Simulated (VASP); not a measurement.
Set up this calculation in VASP 6.6.1, as the native input.

```yaml
Task: single point
Functional: PBE
Potentials_or_basis: VASP PAW PBE potentials, release 64 (La, Y_sv, O)
Cutoff: 520 eV
k_mesh: 3 × 3 × 3
Occupations: gaussian, width 0.2 eV
Spin: no spin polarisation
Dipole_correction: no
Further_INCAR_settings: ALGO = Normal; EDIFF = 1e-06; NBANDS = 37
```

The structure of La3YO2 lies in POSCAR:

```
La3YO2
1.0
    3.8948999583      2.2487215394      3.1335367650
   -3.8948999583      2.2487215394      3.1335367650
    0.0000000000     -4.4974430788      3.1335367650
La Y O
3 1 2
Direct
    0.0000000000      0.0000000000      0.5000000000
    0.5000000000      0.0000000000      0.0000000000
    0.0000000000      0.5000000000      0.0000000000
    0.5000000000      0.5000000000      0.5000000000
    0.7372975157      0.7372975157      0.7372975157
    0.2627024843      0.2627024843      0.2627024843
```

The input as run:

INCAR

```
ALGO = Normal
EDIFF = 1E-6
ENCUT = 520
GGA = PE
ISIF = 2
ISMEAR = 0
LASPH = True
LCHARG = True
LELF = True
LREAL = False
LVHAR = True
LWAVE = False
NBANDS = 37
NELM = 60
PREC = Accurate
SIGMA = 0.2
```

KPOINTS

```
k-points
0
Gamma
  3 3 3
```

Potentials or basis: VASP PAW PBE potentials, release 64 (La, Y_sv, O).

The run is started by

```bash
$ cat potpaw_PBE.64/La/POTCAR potpaw_PBE.64/Y_sv/POTCAR potpaw_PBE.64/O/POTCAR > POTCAR
$ mpirun -np 1 vasp_std > vasp.out
```

Results of the run:

The pressure is 0.2 GPa and the largest force is 0.008 eV/Å. The band gap on the k mesh is zero (band 28 reaches 7.01 eV, above the bottom of band 29 at 5.72 eV).

Caveat: the k points lie up to 0.38 Å⁻¹ apart; spin-orbit coupling is left out, which moves the levels of the heavy elements.

It took 38 s on 1 thread of Intel(R) Xeon(R) 6975P-C (Granite Rapids) (shared host), peak memory 0.26 GiB.
